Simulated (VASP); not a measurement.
# PbS (Galena) (Fm-3m) in VASP: a series of runs

The runs below take PbS (Galena) through relaxation of cell and atoms, with PBEsol.

All numbers are computed with VASP 6.6.1; they aren't measurements. Logs are shortened: lines on timing, memory, paths and dates and some standing lists are left out, and cuts for length are marked.

**1. The cell of the first run**

Symmetry: Fm-3m, No. 225, cubic system. The conventional cell has a = 5.931 Å, b = 5.931 Å, c = 5.931 Å, α = 90.00°, β = 90.00°, γ = 90.00°. Pb (site symmetry m-3m) has 6 S at 2.97 Å within 3.9 Å. S (site symmetry m-3m) has 6 Pb at 2.97 Å within 3.9 Å.

**2. Relaxation of cell and atoms, PBEsol, target pressure 10 GPa, at which the enthalpy is minimised**

Input file INCAR:

```
SYSTEM = PbS
PREC     = Accurate       ! precision mode
ENCUT    = 600            ! plane-wave cutoff, eV
EDIFF    = 1E-6           ! SCF threshold, eV
ISMEAR   = -1             ! smearing method
SIGMA    = 0.05           ! smearing width, eV
LREAL    = .FALSE.        ! projectors in reciprocal space
LASPH    = .TRUE.         ! aspherical terms in the spheres
NELM     = 80             ! most SCF steps
ALGO     = Normal         ! electronic algorithm
ISIF     = 3              ! what is computed and relaxed
LWAVE    = .FALSE.        ! write WAVECAR
LCHARG   = .FALSE.        ! write CHGCAR
GGA      = PS             ! functional
IBRION   = 2              ! ionic algorithm
NSW      = 80             ! ionic steps
EDIFFG   = -0.01          ! ionic threshold
PSTRESS  = 100.0
```

Input file KPOINTS:

```
regular mesh
0
G
  8 8 8
  0 0 0
```

Input file POSCAR:

```
PbS
1.0
    0.0000000000      2.9657500000      2.9657500000
    2.9657500000      0.0000000000      2.9657500000
    2.9657500000      2.9657500000      0.0000000000
Pb S
1 1
Direct
    0.0000000000      0.0000000000      0.0000000000
    0.5000000000      0.5000000000      0.5000000000
```

Potentials or basis: VASP PAW PBE potentials, release 64 (Pb_d, S).

Launch:

```
cat potpaw_PBE.64/Pb_d/POTCAR potpaw_PBE.64/S/POTCAR > POTCAR
mpirun -np 1 vasp_std > vasp.out
```

OUTCAR:

```text
SYSTEM = PbS
   PREC = Accurate
   ENCUT = 600
   EDIFF = 1E-6
   ISMEAR = -1
   LREAL = .FALSE.
   LASPH = .TRUE.
   NELM = 80
   ISIF = 3
   GGA = PS
   IBRION = 2
   NSW = 80
   EDIFFG = -0.01
   PSTRESS = 100.0

 ion  position               nearest neighbor table
   1  0.000  0.000  0.000-   2 2.97   2 2.97   2 2.97   2 2.97   2 2.97   2 2.97
   2  0.500  0.500  0.500-   1 2.97   1 2.97   1 2.97   1 2.97   1 2.97   1 2.97

  LATTYP: Found a face centered cubic cell.
 ALAT       =     5.9315000000

  Lattice vectors:

 A1 = (   0.0000000000,   2.9657500000,   2.9657500000)
 A2 = (   2.9657500000,   0.0000000000,   2.9657500000)
 A3 = (   2.9657500000,   2.9657500000,   0.0000000000)

Analysis of symmetry for initial positions (statically):
=====================================================================
 Subroutine PRICEL returns:
 Original cell was already a primitive cell.

 Routine SETGRP: Setting up the symmetry group for a
 face centered cubic supercell.

 Subroutine GETGRP returns: Found 48 space group operations
[... 9 lines left out ...]

 Routine SETGRP: Setting up the symmetry group for a
 face centered cubic supercell.

 Subroutine GETGRP returns: Found 48 space group operations
[... 11 lines left out ...]
                                     Primitive cell

  volume of cell :      52.1715

  direct lattice vectors                    reciprocal lattice vectors
     0.000000000  2.965750000  2.965750000    -0.168591419  0.168591419  0.168591419
     2.965750000  0.000000000  2.965750000     0.168591419 -0.168591419  0.168591419
     2.965750000  2.965750000  0.000000000     0.168591419  0.168591419 -0.168591419

  length of vectors
     4.194203873  4.194203873  4.194203873     0.292008903  0.292008903  0.292008903

  position of ions in fractional coordinates (direct lattice)
     0.000000000  0.000000000  0.000000000
     0.500000000  0.500000000  0.500000000

  ion indices of the primitive-cell ions
   primitive index   ion index
                 1           1
                 2           2

----------------------------------------------------------------------------------------

 KPOINTS: regular mesh

Automatic generation of k-mesh.
 Grid dimensions read from file:
 generate k-points for:    8    8    8

 Generating k-lattice:

  Cartesian coordinates                     Fractional coordinates (reciprocal lattice)
    -0.021073927  0.021073927  0.021073927     0.125000000  0.000000000  0.000000000
     0.021073927 -0.021073927  0.021073927     0.000000000  0.125000000  0.000000000
     0.021073927  0.021073927 -0.021073927     0.000000000  0.000000000  0.125000000

  Length of vectors
     0.036501113  0.036501113  0.036501113

  Shift w.r.t. Gamma in fractional coordinates (k-lattice)
     0.000000000  0.000000000  0.000000000

 Subroutine IBZKPT returns following result:
 ===========================================

 Found     29 irreducible k-points:

 Following reciprocal coordinates:
            Coordinates               Weight
  0.000000  0.000000  0.000000      1.000000
  0.125000  0.000000  0.000000      8.000000
  0.250000  0.000000  0.000000      8.000000
  0.375000  0.000000  0.000000      8.000000
  0.500000  0.000000  0.000000      4.000000
  0.125000  0.125000  0.000000      6.000000
[... 16 lines left out ...]
  0.500000  0.250000  0.125000     48.000000
 -0.375000  0.250000  0.125000     24.000000
 [... further k-points ...]
   k-points           NKPTS =     29   k-points in BZ     NKDIM =     29   number of bands    NBANDS=     14
   number of dos      NEDOS =    301   number of ions     NIONS =      2
   total plane-waves  NPLWV =  46656
   dimension x,y,z NGX =    36 NGY =   36 NGZ =   36
   dimension x,y,z NGXF=    72 NGYF=   72 NGZF=   72
   ions per type =               1   1
   NGX,Y,Z   is equivalent  to a cutoff of  14.27, 14.27, 14.27 a.u.
   NGXF,Y,Z  is equivalent  to a cutoff of  28.54, 28.54, 28.54 a.u.
 SYSTEM =  PbS
   PREC   = accura    normal or accurate (medium, high low for compatibility)
   ISTART =      0    job   : 0-new  1-cont  2-samecut
   ICHARG =      2    charge: 1-file 2-atom 10-const
   ISPIN  =      1    spin polarized calculation?
   LNONCOLLINEAR =      F non collinear calculations
   LSORBIT =      F    spin-orbit coupling
   LASPH  =      T    aspherical Exc in radial PAW
   ENCUT  =  600.0 eV  44.10 Ry    6.64 a.u.   8.38  8.38  8.38*2*pi/ulx,y,z
   NELM   =     80;   NELMIN=  2; NELMDL= -5     # of ELM steps
   EDIFF  = 0.1E-05   stopping-criterion for ELM
   LREAL  =      F    real-space projection
   EDIFFG = -.1E-01   stopping-criterion for IOM
   NSW    =     80    number of steps for IOM
   IBRION =      2    ionic relax: 0-MD 1-quasi-New 2-CG
   NFREE  =      1    steps in history (QN), initial steepest desc. (CG)
   ISIF   =      3    stress and relaxation
   ISYM   =      2    0-nonsym 1-usesym 2-fastsym
   POTIM  = 0.5000    time-step for ionic-motion
   TEBEG  =    0.0;   TEEND  =   0.0 temperature during run
   PSTRESS=  100.0 pullay stress
   NELECT =      20.0000    total number of electrons
   NUPDOWN=      -1.0000    fix difference up-down
   EMIN   =  10.00;   EMAX   =-10.00  energy-range for DOS
   EFERMI =   0.00;   METHOD = LEGACY
   ISMEAR =    -1;   SIGMA  =   0.05  broadening in eV -4-tet -1-fermi 0-gaus
   EFERMI_NEDOS =   21; number of points for ismear=-14 and -15
   IALGO  =     38    algorithm
   IMIX   =      4    mixing-type and parameters
     AMIX     =   0.40;   BMIX     =  1.00
     AMIX_MAG =   1.60;   BMIX_MAG =  1.00
  volume/ion in A,a.u.               =      26.09       176.04
  Fermi-wavevector in a.u.,A,eV,Ry     =   1.189251  2.247359 19.242973  1.414319
  Thomas-Fermi vector in A             =   2.325363
   LORBIT       =      0    0 simple, 1 ext, 2 COOP (PROOUT), +10 PAW based schemes
   GGA     = PS    functional components
   LHFCALC =     F    Hartree Fock is set to
   AEXX    =    0.0000 exact exchange contribution
   IVDW    =     0    specifies the selected vdW correction
   LEPSILON=     F    determine dielectric tensor
   LRPA    =     F    only Hartree local field effects (RPA)
 conjugate gradient relaxation of ions
 non-spin polarized calculation
  energy-cutoff  :      600.00
  volume of cell :       52.17
 maximum number of plane-waves:      1807
 NGX is ok and might be reduce to    36
   NGX = 17   NGY = 17   NGZ = 17

--------------------------------------- Ionic step        1  -------------------------------------------

 number of electron      20.0000002 magnetization

 Free energy of the ion-electron system (eV)
  ---------------------------------------------------
  ext. energy  EPLUGINS =         0.00000000
  ---------------------------------------------------
  free energy    TOTEN  =        -9.45605960 eV

  energy without entropy =       -9.45565341  energy(sigma->0) =       -9.45585650

 E-fermi :   5.8146     XC(G=0):  -9.8875

 val. band max:        5.6871061640   @ k =   0.5000   0.0000   0.0000
 cond. band min:       5.9420998408   @ k =   0.5000   0.0000   0.0000
 fundamental gap:      0.2549936767
 Fermi energy:         5.8146061682

 k-point     1 :       0.0000    0.0000    0.0000
  band No.  band energies     occupation
      1     -11.0550      2.00000
      2     -11.0550      2.00000
      3     -11.0550      2.00000
      4     -11.0418      2.00000
      5     -11.0418      2.00000
      6      -7.9159      2.00000
      7      -0.3704      2.00000
      8       3.5169      2.00000
      9       3.5169      2.00000
     10       3.5169      2.00000
     11      10.8481      0.00000
     12      10.8481      0.00000
     13      10.8481      0.00000
     14      12.3318      0.00000

 k-point     2 :       0.1250    0.0000    0.0000
  band No.  band energies     occupation
      1     -11.0543      2.00000
      2     -11.0526      2.00000
      3     -11.0526      2.00000
      4     -11.0419      2.00000
      5     -11.0419      2.00000
      6      -7.7809      2.00000
      7      -0.8251      2.00000
      8       3.5588      2.00000
      9       3.5588      2.00000
     10       3.8533      2.00000
[... 483 lines left out ...]
  FREE ENERGIE OF THE ION-ELECTRON SYSTEM (eV)
  ---------------------------------------------------
  free  energy   TOTEN  =        -9.2928390241 eV

  energy  without entropy=       -9.2926717647  energy(sigma->0) =       -9.29275539

  enthalpy is  TOTEN    =        -6.4646201391 eV   P V=        2.8282188850

--------------------------------------- Ionic step        4  -------------------------------------------

 number of electron      20.0000001 magnetization

 Free energy of the ion-electron system (eV)
  ---------------------------------------------------
  ext. energy  EPLUGINS =         0.00000000
  ---------------------------------------------------
  free energy    TOTEN  =        -9.28479973 eV

  energy without entropy =       -9.28465114  energy(sigma->0) =       -9.28472544

 E-fermi :   7.7574     XC(G=0): -10.5798

 val. band max:        7.5604918446   @ k =   0.5000   0.0000   0.0000
 cond. band min:       7.9543931055   @ k =   0.5000   0.0000   0.0000
 fundamental gap:      0.3939012609
 Fermi energy:         7.7573755627

 k-point     1 :       0.0000    0.0000    0.0000
  band No.  band energies     occupation
      1      -9.3424      2.00000
      2      -9.3424      2.00000
      3      -9.3424      2.00000
      4      -9.3351      2.00000
      5      -9.3351      2.00000
      6      -7.3150      2.00000
      7       1.9569      2.00000
      8       4.7808      2.00000
      9       4.7808      2.00000
     10       4.7808      2.00000
     11      13.3101      0.00000
     12      13.3101      0.00000
     13      13.3101      0.00000
     14      13.9691      0.00000

 k-point     2 :       0.1250    0.0000    0.0000
  band No.  band energies     occupation
      1      -9.3456      2.00000
      2      -9.3456      2.00000
      3      -9.3420      2.00000
      4      -9.3289      2.00000
      5      -9.3289      2.00000
      6      -7.1477      2.00000
      7       1.1824      2.00000
      8       4.8387      2.00000
      9       4.8387      2.00000
     10       5.4038      2.00000
[... 400 lines left out ...]
 POSITION                                       TOTAL-FORCE (eV/Angst)
 -----------------------------------------------------------------------------------
      2.82692      2.82692      5.65384        -0.000000      0.000000     -0.000000
      2.82692      2.82692      2.82692         0.000000     -0.000000      0.000000
 -----------------------------------------------------------------------------------
    total drift:                                0.000000      0.000000      0.000000

  FREE ENERGIE OF THE ION-ELECTRON SYSTEM (eV)
  ---------------------------------------------------
  free  energy   TOTEN  =        -9.2847997283 eV

  energy  without entropy=       -9.2846511447  energy(sigma->0) =       -9.28472544

  enthalpy is  TOTEN    =        -6.4647354893 eV   P V=        2.8200642390

 reached required accuracy - stopping structural energy minimisation
```

It took 1.7 min on 1 thread of Intel Xeon 6975P-C, shared host; peak memory 0.22 GiB.

What came out:

```yaml
Free_energy: -9.2848 eV
Relaxed_volume: 22.59 Å³/atom
Relaxed_cell: a = 3.998 Å, b = 3.998 Å, c = 3.998 Å, α = 60.00°, β = 60.00°, γ = 60.00°
Space_group_after_relaxing_to_0.05_Å: Fm-3m (No. 225)
Energy_change_on_relaxing_the_enthalpy_is_what_falls: +85.6 meV/atom
Ionic_steps: 4
Pressure_after_relaxing: 10.0 GPa
Band_gap_on_the_k_mesh: 0.39 eV, direct
```

Step by step:
| step | energy change (eV) | largest force (eV/Å) | pressure (GPa) | volume (Å³) |
| --- | --- | --- | --- | --- |
| 1 | 0.0000 | 0.0000 | -0.86 | 52.17 |
| 2 | 0.7311 | 0.0000 | 25.66 | 39.93 |
| 3 | 0.1632 | 0.0000 | 9.69 | 45.31 |
| 4 | 0.1713 | 0.0000 | 10.00 | 45.18 |

Final structure:
```xyz
2
Lattice="0.0000 2.8269 2.8269 2.8269 0.0000 2.8269 2.8269 2.8269 0.0000" Properties=species:S:1:pos:R:3 pbc="T T T"
Pb    2.8269    2.8269    5.6538
S     2.8269    2.8269    2.8269
```

Caveat: the cell is relaxed towards a set pressure, so the enthalpy falls and the energy may rise; the PAW data sets were made with another functional, which shifts forces and pressure a little; spin-orbit coupling is left out, which moves the levels of the heavy elements.

**3. Relaxation of cell and atoms, PBEsol, target pressure 20 GPa, at which the enthalpy is minimised**

Input file INCAR:

```
SYSTEM = PbS
PREC     = Accurate       ! precision mode
ENCUT    = 600            ! plane-wave cutoff, eV
EDIFF    = 1E-7           ! SCF threshold, eV
ISMEAR   = -1             ! smearing method
SIGMA    = 0.05           ! smearing width, eV
LREAL    = .False.        ! projectors in reciprocal space
LASPH    = .True.         ! aspherical terms in the spheres
NELM     = 100            ! most SCF steps
ALGO     = Normal         ! electronic algorithm
ISIF     = 3              ! what is computed and relaxed
LWAVE    = .False.        ! write WAVECAR
LCHARG   = .False.        ! write CHGCAR
GGA      = PS             ! functional
IBRION   = 2              ! ionic algorithm
NSW      = 80             ! ionic steps
EDIFFG   = -0.01          ! ionic threshold
PSTRESS  = 200.0
```

Input file KPOINTS:

```
regular mesh
0
Gamma
  8 8 8
  0 0 0
```

POSCAR is that of step 2.

Potentials or basis: VASP PAW PBE potentials, release 64 (Pb_d, S).

Launch:

```
cat potpaw_PBE.64/Pb_d/POTCAR potpaw_PBE.64/S/POTCAR > POTCAR
mpirun -np 1 vasp_std > vasp.out
```

It took 2.6 min on 1 thread of Intel Xeon 6975P-C, shared host; peak memory 0.23 GiB.

It converged, with:

```
Free energy                                            : -8.9466 eV
Relaxed volume                                         : 20.74 Å³/atom
Relaxed cell                                           : a = 3.886 Å, b = 3.886 Å, c = 3.886 Å, α = 60.00°, β = 60.00°, γ = 60.00°
Space group after relaxing (to 0.05 Å)                 : Fm-3m (No. 225)
Energy change on relaxing (the enthalpy is what falls) : +254.7 meV/atom
Ionic steps                                            : 5
Pressure after relaxing                                : 20.0 GPa
Band gap on the k mesh                                 : 0.87 eV, indirect (least direct gap 0.90 eV)
```

Step by step:
```
step  energy change (eV)  largest force (eV/Å)  pressure (GPa)  volume (Å³)
   1              0.0000                0.0000           -0.85        52.17
   2              3.8293                0.0000           90.88        30.51
   3              0.4110                0.0000           17.36        42.34
   4              0.4845                0.0000           19.35        41.69
   5              0.5094                0.0000           20.00        41.49
```

Final structure:
```xyz
2
Lattice="0.0000 2.7477 2.7477 2.7477 0.0000 2.7477 2.7477 2.7477 0.0000" Properties=species:S:1:pos:R:3 pbc="T T T"
Pb    0.0000    0.0000    0.0000
S     2.7477    2.7477    2.7477
```

Levels at points of the mesh, in eV from the valence-band top:
| k point | band 6 | band 7 | band 8 | band 9 | band 10 | band 11 | band 12 | band 13 | band 14 |
| --- | --- | --- | --- | --- | --- | --- | --- | --- | --- |
| (0.00, 0.00, 0.00) | -15.55 | -5.10 | -2.99 | -2.99 | -2.99 | 6.30 | 6.30 | 6.30 | 6.44 |
| (0.50, 0.00, 0.00) | -13.62 | -10.11 | -2.32 | -2.32 | 0.00 | 0.90 | 1.68 | 1.68 | 9.21 |
| (0.50, 0.50, 0.00) | -12.55 | -7.24 | -7.02 | -4.69 | -4.69 | 3.07 | 6.76 | 7.02 | 7.02 |

Caveat: the cell is relaxed towards a set pressure, so the enthalpy falls and the energy may rise; the volume moved by over 15 % at a fixed basis, so the end points are rough; the PAW data sets were made with another functional, which shifts forces and pressure a little; spin-orbit coupling is left out, which moves the levels of the heavy elements. A k mesh can miss the band edges.

**4. Relaxation of cell and atoms, PBEsol, target pressure 30 GPa, at which the enthalpy is minimised**

Input file INCAR:

```
SYSTEM = PbS
PREC     = Accurate       ! precision mode
ENCUT    = 600            ! plane-wave cutoff, eV
EDIFF    = 1E-6           ! SCF threshold, eV
ISMEAR   = -1             ! smearing method
SIGMA    = 0.05           ! smearing width, eV
LREAL    = .FALSE.        ! projectors in reciprocal space
LASPH    = .TRUE.         ! aspherical terms in the spheres
NELM     = 60             ! most SCF steps
ALGO     = Normal         ! electronic algorithm
ISIF     = 3              ! what is computed and relaxed
LWAVE    = .FALSE.        ! write WAVECAR
LCHARG   = .FALSE.        ! write CHGCAR
GGA      = PS             ! functional
IBRION   = 2              ! ionic algorithm
NSW      = 80             ! ionic steps
EDIFFG   = -0.01          ! ionic threshold
PSTRESS  = 300.0
```

Input file KPOINTS:

```
regular mesh
0
G
  8 8 8
  0 0 0
```

POSCAR is that of step 3.

Launch:

```
cat potpaw_PBE.64/Pb_d/POTCAR potpaw_PBE.64/S/POTCAR > POTCAR
mpirun -np 1 vasp_std > vasp.out
```

It took 2.7 min on 1 thread of Intel Xeon 6975P-C, shared host; peak memory 0.23 GiB.

It converged, with:

| Item | Value |
| --- | --- |
| Free energy | -8.5392 eV |
| Relaxed volume | 19.43 Å³/atom |
| Relaxed cell | a = 3.802 Å, b = 3.802 Å, c = 3.802 Å, α = 60.00°, β = 60.00°, γ = 60.00° |
| Space group after relaxing (to 0.05 Å) | Fm-3m (No. 225) |
| Energy change on relaxing (the enthalpy is what falls) | +458.4 meV/atom |
| Ionic steps | 5 |
| Pressure after relaxing | 30.1 GPa |
| Band gap on the k mesh | 0.78 eV, indirect (least direct gap 1.07 eV) |

Step by step:
```tsv
step	energy change (eV)	largest force (eV/Å)	pressure (GPa)	volume (Å³)
1	0.0000	0.0000	-0.86	52.17
2	11.6534	0.0000	261.46	22.69
3	0.6008	0.0000	22.37	40.80
4	0.7858	0.0000	26.94	39.59
5	0.9169	0.0000	30.05	38.86
```

Final structure:
```yaml
crystal:
  lattice:
    - [0.00000, 2.68828, 2.68828]
    - [2.68828, 0.00000, 2.68828]
    - [2.68828, 2.68828, 0.00000]
  atoms:
    - { symbol: Pb, position: [0.00000, 0.00000, 0.00000] }
    - { symbol: S, position: [0.50000, 0.50000, 0.50000] }
```

Levels at points of the mesh, in eV from the valence-band top:
```
           k point  band 8  band 9  band 10  band 11  band 12  band 13
(0.00, 0.00, 0.00)   -3.36   -3.36    -3.36     6.26     6.26     6.26
(0.50, 0.00, 0.00)   -2.58   -2.58    -0.21     1.14     1.47     1.47
(0.50, 0.50, 0.00)   -7.37   -5.20    -5.20     2.75     7.03     7.35
```

Caveat: the cell is relaxed towards a set pressure, so the enthalpy falls and the energy may rise; the volume moved by over 15 % at a fixed basis, so the end points are rough; the PAW data sets were made with another functional, which shifts forces and pressure a little; spin-orbit coupling is left out, which moves the levels of the heavy elements.

**5. Overview**

| cell | gap on the mesh (eV) | pressure (GPa) |
| --- | --- | --- |
| relaxed to 10 GPa | 0.39 | 10.0 |
| relaxed to 20 GPa | 0.87 | 20.0 |
| relaxed to 30 GPa | 0.78 | 30.1 |

Alike in all rows: task relaxation of cell and atoms; level PBEsol; potentials or basis VASP PAW PBE potentials, release 64 (Pb_d, S); no spin polarisation; k mesh 8 × 8 × 8; cutoff (eV) 600; smearing fermi-dirac 0.05 eV.

Caveats: the cell is relaxed towards a set pressure, so the enthalpy falls and the energy may rise; the PAW data sets were made with another functional, which shifts forces and pressure a little; spin-orbit coupling is left out, which moves the levels of the heavy elements; the volume moved by over 15 % at a fixed basis, so the end points are rough (some runs).

Total energies depend on the potentials used, so only differences within one code and one set of settings carry meaning.
